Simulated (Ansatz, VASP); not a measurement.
Given: the input of a run of VASP 6.6.1 on Yb.

INCAR

```
ALGO = Normal
EDIFF = 1E-7
ENCUT = 520
GGA = PS
ISIF = 2
ISMEAR = -1
ISPIN = 2
LASPH = T
LCHARG = F
LMAXMIX = 6
LORBIT = 11
LREAL = F
LWAVE = F
MAGMOM = 1
NBANDS = 22
NELM = 150
PREC = Accurate
SIGMA = 0.05
```

Contents of KPOINTS:

```
k-points
0
Gamma
  9 9 9
```

Contents of POSCAR:

```
Yb
1.0
   -2.1075628599      2.1075628599      2.1075628599
    2.1075628599     -2.1075628599      2.1075628599
    2.1075628599      2.1075628599     -2.1075628599
Yb
1
Direct
    0.0000000000      0.0000000000      0.0000000000
```

Potentials or basis: VASP PAW PBE potentials, release 64 (Yb).

The run is started by

```bash
$ cat potpaw_PBE.64/Yb/POTCAR > POTCAR
$ mpirun -np 1 vasp_std > vasp.out
```

Q: Set up the same calculation for Ansatz 0.2.0. Potentials there: Ansatz PAW.

A: As run (the cutoff follows the program's own potentials):

The input input.yaml:

```yaml
crystal:
  lattice:
    - [-2.1075628599, 2.1075628599, 2.1075628599]
    - [2.1075628599, -2.1075628599, 2.1075628599]
    - [2.1075628599, 2.1075628599, -2.1075628599]
  atoms:
    - { symbol: Yb, position: [0.0, 0.0, 0.0], spin: 1.0 }
hamiltonian:
  xc: pbesol
  pseudopotentials: { kind: paw }
magnetization:
  spin_polarized: true
kpoints:
  mp_grid: { grid: [9, 9, 9] }
scf:
  occupations: { method: fermi_dirac, width: 0.05 }
output:
  forces: true
  stress: true
  eigenvalues: true
```

Potentials or basis: Ansatz PAW.

The run is started by

```bash
$ ansatz run input.yaml --threads 1 --pin off --max-ram 3584MiB --backend cpu --events-out ev --progress --plain --runs-dir out
```

Both were run:

|  | VASP | Ansatz | Ansatz less VASP |
| --- | --- | --- | --- |
| gap on the k mesh at the Fermi level (eV) | none | none | - |
| pressure (GPa) | -3.2 | -2.8 | +0.38 |
| net moment per atom (μB) | 0.00 | 0.00 | 0.000 |

VASP's potentials were made for PBE, not for PBEsol. A gap of «none» marks a metal or a gap that the smearing closes.

Spin-orbit coupling is off throughout.
